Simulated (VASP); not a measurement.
# As (Cmce) in VASP: a series of runs

As is run at these levels: PBE; tasks: single point.

Everything below comes from runs of VASP 6.6.1. Logs are shortened: lines on timing, memory, paths and dates and some standing lists are left out, and cuts for length are marked.

## (1) The cell of the first run

The structure is orthorhombic, space group Cmce (No. 64). Conventional cell: a = 3.540 Å, b = 10.817 Å, c = 4.322 Å, α = 90.00°, β = 90.00°, γ = 90.00°. As (site symmetry m) has 5 As at 2.43 to 3.16 Å within 3.2 Å.

## (2) Single point, PBE (strained)

Input file INCAR:

```
SYSTEM = As
  PREC = Accurate
  ENCUT = 520
  EDIFF = 1E-6
  ISMEAR = 0
  SIGMA = 0.05
  LREAL = .False.
  LASPH = .True.
  NELM = 80
  ALGO = Normal
  ISIF = 2
  LWAVE = .False.
  LCHARG = .False.
  GGA = PE
  NBANDS = 18
```

Input file KPOINTS:

```
Automatic mesh
0
Gamma
  10 10 8
  0 0 0
```

Input file POSCAR:

```
As
1.0
    1.7699580000     -5.4085350000      0.0000000000
    1.7699580000      5.4085350000      0.0000000000
    0.0000000000      0.0000000000      4.3220877000
As
4
Direct
    0.1103353374      0.8896646626      0.9466604832
    0.6103353374      0.3896646626      0.5533395168
    0.8896646626      0.1103353374      0.0533395168
    0.3896646626      0.6103353374      0.4466604832
```

Potentials or basis: VASP PAW PBE potentials, release 64 (As).

Launch:

```sh
$ cat potpaw_PBE.64/As/POTCAR > POTCAR
$ mpirun -np 1 vasp_std > vasp.out
```

OUTCAR:

```text
SYSTEM = As
   PREC = Accurate
   ENCUT = 520
   EDIFF = 1E-6
   ISMEAR = 0
   LREAL = .False.
   LASPH = .True.
   NELM = 80
   ISIF = 2
   GGA = PE

 ion  position               nearest neighbor table
   1  0.110  0.890  0.947-   3 2.43   2 2.45   2 2.45
   2  0.610  0.390  0.553-   4 2.43   1 2.45   1 2.45
   3  0.890  0.110  0.053-   1 2.43   4 2.45   4 2.45
   4  0.390  0.610  0.447-   2 2.43   3 2.45   3 2.45

  LATTYP: Found a base centered orthorhombic cell.
 ALAT       =     3.5399160000
 B/A-ratio  =     3.0557420007
 C/A-ratio  =     1.2209577007

  Lattice vectors:

 A1 = (   1.7699580000,  -5.4085350000,   0.0000000000)
 A2 = (   1.7699580000,   5.4085350000,   0.0000000000)
 A3 = (   0.0000000000,   0.0000000000,   4.3220877000)

Analysis of symmetry for initial positions (statically):
=====================================================================
 Subroutine PRICEL returns:
 Original cell was already a primitive cell.

 Routine SETGRP: Setting up the symmetry group for a
 base centered orthorhombic supercell.

 Subroutine GETGRP returns: Found  8 space group operations
 (whereof  4 operations were pure point group operations)
 out of a pool of  8 trial point group operations.

The static configuration has the point symmetry C_2h.
 The point group associated with its full space group is D_2h.

Analysis of symmetry for dynamics (positions and initial velocities):
=====================================================================
 Subroutine PRICEL returns:
 Original cell was already a primitive cell.

 Routine SETGRP: Setting up the symmetry group for a
 base centered orthorhombic supercell.

 Subroutine GETGRP returns: Found  8 space group operations
 (whereof  4 operations were pure point group operations)
 out of a pool of  8 trial point group operations.

The dynamic configuration has the point symmetry C_2h.
 The point group associated with its full space group is D_2h.

 Subroutine INISYM returns: Found  8 space group operations
 (whereof  4 operations are pure point group operations),
 and found     1 'primitive' translations

----------------------------------------------------------------------------------------

                                     Primitive cell

  volume of cell :      82.7497

  direct lattice vectors                    reciprocal lattice vectors
     1.769958000 -5.408535000  0.000000000     0.282492579 -0.092446476  0.000000000
     1.769958000  5.408535000  0.000000000     0.282492579  0.092446476  0.000000000
     0.000000000  0.000000000  4.322087700     0.000000000  0.000000000  0.231369669

[... 90 lines left out ...]
   NSW    =      0    number of steps for IOM
   IBRION =     -1    ionic relax: 0-MD 1-quasi-New 2-CG
   NFREE  =      0    steps in history (QN), initial steepest desc. (CG)
   ISIF   =      2    stress and relaxation
   ISYM   =      2    0-nonsym 1-usesym 2-fastsym
   POTIM  = 0.5000    time-step for ionic-motion
   TEBEG  =    0.0;   TEEND  =   0.0 temperature during run
   PSTRESS=    0.0 pullay stress
   NELECT =      20.0000    total number of electrons
   NUPDOWN=      -1.0000    fix difference up-down
   EMIN   =  10.00;   EMAX   =-10.00  energy-range for DOS
   EFERMI =   0.00;   METHOD = LEGACY
   ISMEAR =     0;   SIGMA  =   0.05  broadening in eV -4-tet -1-fermi 0-gaus
   EFERMI_NEDOS =   21; number of points for ismear=-14 and -15
   IALGO  =     38    algorithm
   IMIX   =      4    mixing-type and parameters
     AMIX     =   0.40;   BMIX     =  1.00
     AMIX_MAG =   1.60;   BMIX_MAG =  1.00
  volume/ion in A,a.u.               =      20.69       139.61
  Fermi-wavevector in a.u.,A,eV,Ry     =   1.019756  1.927059 14.148719  1.039902
  Thomas-Fermi vector in A             =   2.153287
   LORBIT       =      0    0 simple, 1 ext, 2 COOP (PROOUT), +10 PAW based schemes
   GGA     = PE    functional components
   LHFCALC =     F    Hartree Fock is set to
   AEXX    =    0.0000 exact exchange contribution
   IVDW    =     0    specifies the selected vdW correction
   LEPSILON=     F    determine dielectric tensor
   LRPA    =     F    only Hartree local field effects (RPA)
 non-spin polarized calculation
 Gauss-broadening in eV      SIGMA  =   0.05
  energy-cutoff  :      520.00
  volume of cell :       82.75
 maximum number of plane-waves:      2244
   NGX = 21   NGY = 21   NGZ = 17

 number of electron      19.9999998 magnetization

 Free energy of the ion-electron system (eV)
  ---------------------------------------------------
  ext. energy  EPLUGINS =         0.00000000
  ---------------------------------------------------
  free energy    TOTEN  =       -18.29563973 eV

  energy without entropy =      -18.29500660  energy(sigma->0) =      -18.29532317

 E-fermi :   5.7436     XC(G=0): -10.1322

 val. band max:        5.7359086939   @ k =   0.4000   0.0000   0.0000
 cond. band min:       5.7640207605   @ k =   0.5000   0.4000   0.0000
 fundamental gap:      0.0281120666
 Fermi energy:         5.7435919785

 k-point     1 :       0.0000    0.0000    0.0000
  band No.  band energies     occupation
      1      -9.7517      2.00000
      2      -6.6827      2.00000
      3      -3.7430      2.00000
      4      -0.9517      2.00000
      5      -0.0398      2.00000
      6       0.7730      2.00000
[... 481 lines left out ...]
      5       1.2351      2.00000
      6       1.4904      2.00000
[... 10 lines left out ...]
     17      12.7891      0.00000
     18      13.1654      0.00000

 [... further k-points ...]

------------------------ aborting loop because EDIFF is reached ----------------------------------------

  FORCE on cell =-STRESS in cart. coord.  units (eV):
  Direction    XX          YY          ZZ          XY          YZ          ZX
  --------------------------------------------------------------------------------------
  -------------------------------------------------------------------------------------
  Total        5.7963762      4.4868097      3.6164142      0.0000000      0.0000000      0.0000000
  in kB      112.2279348     86.8724475     70.0200749      0.0000000      0.0000000      0.0000000
  external PRESSURE =      89.7068191 kB  Pullay stress =       0.0000000 kB

 VOLUME and BASIS-vectors are now :
 -----------------------------------------------------------------------------
  energy-cutoff  :      520.00
  volume of cell :       82.75
      direct lattice vectors                 reciprocal lattice vectors
     1.769958000 -5.408535000  0.000000000     0.282492579 -0.092446476  0.000000000
     1.769958000  5.408535000  0.000000000     0.282492579  0.092446476  0.000000000
     0.000000000  0.000000000  4.322087700     0.000000000  0.000000000  0.231369669

 POSITION                                       TOTAL-FORCE (eV/Angst)
 -----------------------------------------------------------------------------------
      1.76996      4.21503      4.09155         0.000000     -0.582146      0.121040
      1.76996     -1.19351      2.39158         0.000000     -0.582146     -0.121040
      1.76996     -4.21503      0.23054         0.000000      0.582146     -0.121040
      1.76996      1.19351      1.93051         0.000000      0.582146      0.121040
 -----------------------------------------------------------------------------------
    total drift:                               -0.000000     -0.000000     -0.000000

  FREE ENERGIE OF THE ION-ELECTRON SYSTEM (eV)
  ---------------------------------------------------
  free  energy   TOTEN  =       -18.2956397334 eV

  energy  without entropy=      -18.2950066014  energy(sigma->0) =      -18.29532317
```

It took 3 min on 1 thread of Intel Xeon Platinum 8559C (Emerald Rapids), shared host; peak memory 0.33 GiB.

What came out:

| Item | Value |
| --- | --- |
| Free energy | -18.2956 eV |
| Pressure | 9.0 GPa |
| Largest force | 0.595 eV/Å |
| Band gap on the k mesh | zero (bands 10 and 11 overlap by 0.45 eV) |

Forces on the atoms (eV/Å):
```
As   0.000 -0.582  0.121
As   0.000 -0.582 -0.121
As   0.000  0.582 -0.121
As   0.000  0.582  0.121
```

Caveat: the cell differs from its parent crystal (strained); the cell stands under pressure.

## (3) Single point, PBE (strained)

Input file INCAR:

```
PREC = Accurate
ENCUT = 520
EDIFF = 1E-7
ISMEAR = 0
SIGMA = 0.05
LREAL = False
LASPH = True
NELM = 80
ALGO = Normal
ISIF = 2
LWAVE = False
LCHARG = False
GGA = PE
NBANDS = 18
```

Input file KPOINTS:

```
Automatic mesh
0
Gamma
  10 10 8
```

Input file POSCAR:

```
As
1.0
    1.7485690000     -5.4128800000      0.0000000000
    1.7485690000      5.4128800000      0.0000000000
    0.0000000000      0.0000000000      4.4346423000
As
4
Direct
    0.1231478098      0.8768521902      0.9856196761
    0.6231478098      0.3768521902      0.5143803239
    0.8768521902      0.1231478098      0.0143803239
    0.3768521902      0.6231478098      0.4856196761
```

Potentials or basis: VASP PAW PBE potentials, release 64 (As).

Launch:

```sh
$ cat potpaw_PBE.64/As/POTCAR > POTCAR
$ mpirun -np 1 vasp_std > vasp.out
```

Run time: 2.9 min. Hardware: 1 thread of Intel Xeon Platinum 8559C (Emerald Rapids), shared host; peak memory 0.35 GiB.

Results (log left out):

* Free energy: -17.7015 eV
* Pressure: -3.1 GPa
* Largest force: 0.785 eV/Å
* Band gap on the k mesh: zero (bands 10 and 11 overlap by 1.69 eV)

Forces on the atoms (eV/Å):
```
As   0.000  0.663 -0.421
As   0.000  0.663  0.421
As   0.000 -0.663  0.421
As   0.000 -0.663 -0.421
```

Stress tensor (GPa, compression positive):
```
 0.70  0.00  0.00
 0.00 -4.09  0.00
 0.00  0.00 -6.02
```

Levels at points of the mesh, in eV from the Fermi level:
```
           k point  band 6  band 7  band 8  band 9  band 10  band 11  band 12  band 13  band 14  band 15
(0.00, 0.00, 0.00)   -5.21   -2.72   -1.43   -1.30    -1.10     3.53     3.85     4.14     4.30     4.37
(0.50, 0.00, 0.00)   -2.85   -2.45   -2.45   -1.88    -1.88    -0.34    -0.34     0.11     0.11     2.92
(0.50, 0.50, 0.00)   -4.20   -2.27   -2.16   -1.49     0.22     0.55     3.15     3.33     3.84     4.58
(0.00, 0.00, 0.50)   -4.55    0.21    0.21    0.28     0.28     1.16     1.16     1.41     1.41     5.08
(0.50, 0.00, 0.50)   -5.75   -4.84   -4.84   -1.61    -1.61     1.75     1.75     4.65     4.65     5.86
(0.50, 0.50, 0.50)   -1.06   -0.37   -0.37   -0.06    -0.06     0.33     0.33     1.85     1.85     2.21
```

Caveat: the cell differs from its parent crystal (strained); the cell stands under tension.

## (4) Single point, PBE (strained)

Input file INCAR:

```
PREC = Accurate
ENCUT = 520
EDIFF = 1E-7
ISMEAR = 0
SIGMA = 0.05
LREAL = F
LASPH = T
NELM = 60
ALGO = Normal
ISIF = 2
LWAVE = F
LCHARG = T
GGA = PE
LELF = T
LVHAR = T
NBANDS = 18
```

KPOINTS is that of step 3.

Input file POSCAR:

```
As
1.0
    1.8418630000     -5.8927550000      0.0000000000
    1.8418630000      5.8927550000      0.0000000000
    0.0000000000      0.0000000000      4.5307026000
As
4
Direct
    0.1180838375      0.8819161625      0.9670247939
    0.6180838375      0.3819161625      0.5329752061
    0.8819161625      0.1180838375      0.0329752061
    0.3819161625      0.6180838375      0.4670247939
```

Launch:

```sh
$ cat potpaw_PBE.64/As/POTCAR > POTCAR
$ mpirun -np 1 vasp_std > vasp.out
```

Run time: 3.7 min. Hardware: 1 thread of Intel Xeon Platinum 8559C (Emerald Rapids), shared host; peak memory 0.41 GiB.

Results (log left out):

```yaml
Free_energy: -17.7015 eV
Pressure: -7.6 GPa
Largest_force: 1.723 eV/Å
Band_gap_on_the_k_mesh: zero (bands 10 and 11 overlap by 0.50 eV)
```

Forces on the atoms (eV/Å):
```
As   0.000  0.968 -1.426
As   0.000  0.968  1.426
As   0.000 -0.968  1.426
As   0.000 -0.968 -1.426
```

Stress tensor (GPa, compression positive):
```
 -2.38   0.00   0.00
  0.00  -9.98   0.00
  0.00   0.00 -10.53
```

Levels at points of the mesh, in eV from the Fermi level:
| k point | band 8 | band 9 | band 10 | band 11 | band 12 | band 13 |
| --- | --- | --- | --- | --- | --- | --- |
| (0.00, 0.00, 0.00) | -1.52 | -1.06 | -0.62 | 2.25 | 3.63 | 3.63 |
| (0.50, 0.00, 0.00) | -1.98 | -1.46 | -1.46 | 0.24 | 0.24 | 0.59 |
| (0.50, 0.50, 0.00) | -1.99 | -1.18 | -0.39 | 0.48 | 3.02 | 3.40 |
| (0.00, 0.00, 0.50) | -0.39 | 0.22 | 0.22 | 1.22 | 1.22 | 1.69 |
| (0.50, 0.00, 0.50) | -3.99 | -1.48 | -1.48 | 1.77 | 1.77 | 4.74 |
| (0.50, 0.50, 0.50) | -0.56 | -0.10 | -0.10 | 0.61 | 0.61 | 1.59 |

Caveat: the cell differs from its parent crystal (strained); the cell stands under tension; forces of over 1 eV/Å act on the atoms, so gaps and moduli don't describe the material at rest.

## (5) Single point, PBE

This run uses another cell than the first one, of 24.59 Å³/atom.

Input file INCAR:

```
SYSTEM = As
ALGO     = Normal         ! electronic algorithm
EDIFF    = 1E-6           ! SCF threshold, eV
ENCUT    = 520            ! plane-wave cutoff, eV
GGA      = PE             ! functional
ISIF     = 2              ! what is computed and relaxed
ISMEAR   = 0              ! smearing method
LASPH    = .True.         ! aspherical terms in the spheres
LCHARG   = .True.         ! write CHGCAR
LELF     = .True.         ! ELF
LREAL    = .False.        ! projectors in reciprocal space
LVHAR    = .True.       
LWAVE    = .False.        ! write WAVECAR
NBANDS   = 18             ! bands
NELM     = 100            ! most SCF steps
PREC     = Accurate       ! precision mode
SIGMA    = 0.05           ! smearing width, eV
```

Input file KPOINTS:

```
k-points
0
Gamma
  10 10 8
  0 0 0
```

POSCAR is that of step 4.

Launch:

```sh
$ cat potpaw_PBE.64/As/POTCAR > POTCAR
$ mpirun -np 1 vasp_std > vasp.out
```

It took 3.9 min on 1 thread of Intel Xeon Platinum 8559C (Emerald Rapids), shared host; peak memory 0.4 GiB.

The run converged. Its results:

```
Free energy            : -17.7015 eV
Pressure               : -7.6 GPa
Largest force          : 1.723 eV/Å
Band gap on the k mesh : zero (bands 10 and 11 overlap by 0.50 eV)
```

Forces in eV/Å, atoms in the order of the input:
```
As   0.000  0.968 -1.426
As   0.000  0.968  1.426
As   0.000 -0.968  1.426
As   0.000 -0.968 -1.426
```

Stress tensor (GPa, compression positive):
```
 -2.38   0.00   0.00
  0.00  -9.98   0.00
  0.00   0.00 -10.53
```

Levels at points of the mesh, in eV from the Fermi level:
| k point | band 8 | band 9 | band 10 | band 11 | band 12 | band 13 |
| --- | --- | --- | --- | --- | --- | --- |
| (0.00, 0.00, 0.00) | -1.52 | -1.06 | -0.62 | 2.25 | 3.63 | 3.63 |
| (0.50, 0.00, 0.00) | -1.98 | -1.46 | -1.46 | 0.24 | 0.24 | 0.59 |
| (0.50, 0.50, 0.00) | -1.99 | -1.18 | -0.39 | 0.48 | 3.02 | 3.40 |
| (0.00, 0.00, 0.50) | -0.39 | 0.22 | 0.22 | 1.22 | 1.22 | 1.69 |
| (0.50, 0.00, 0.50) | -3.99 | -1.48 | -1.48 | 1.77 | 1.77 | 4.74 |
| (0.50, 0.50, 0.50) | -0.56 | -0.10 | -0.10 | 0.61 | 0.61 | 1.59 |

Caveat: the cell stands under tension; forces of over 1 eV/Å act on the atoms, so gaps and moduli don't describe the material at rest.

## (6) Overview

| cell | gap on the mesh (eV) | pressure (GPa) | largest force (eV/Å) |
| --- | --- | --- | --- |
| a = 5.691, b = 5.691, c = 4.322 Å, angles 90.0, 90.0, 143.8°, 4 atoms, atomic positions A | none | 9.0 | 0.59 |
| a = 5.688, b = 5.688, c = 4.435 Å, angles 90.0, 90.0, 144.2°, 4 atoms, atomic positions B | none | -3.1 | 0.79 |
| a = 6.174, b = 6.174, c = 4.531 Å, angles 90.0, 90.0, 145.3°, 4 atoms, atomic positions C | none | -7.6 | 1.72 |

Alike in all rows: task single point; level PBE; potentials or basis VASP PAW PBE potentials, release 64 (As); no spin polarisation; k mesh 10 × 10 × 8; cutoff (eV) 520; smearing gaussian 0.05 eV.

Caveats: the cell stands under tension (at least some runs); the cell stands under pressure (at least some runs); forces of over 1 eV/Å act on the atoms, so gaps and moduli don't describe the material at rest (at least some runs).

Total energies depend on the potentials used, so only differences within one code and one set of settings carry meaning.
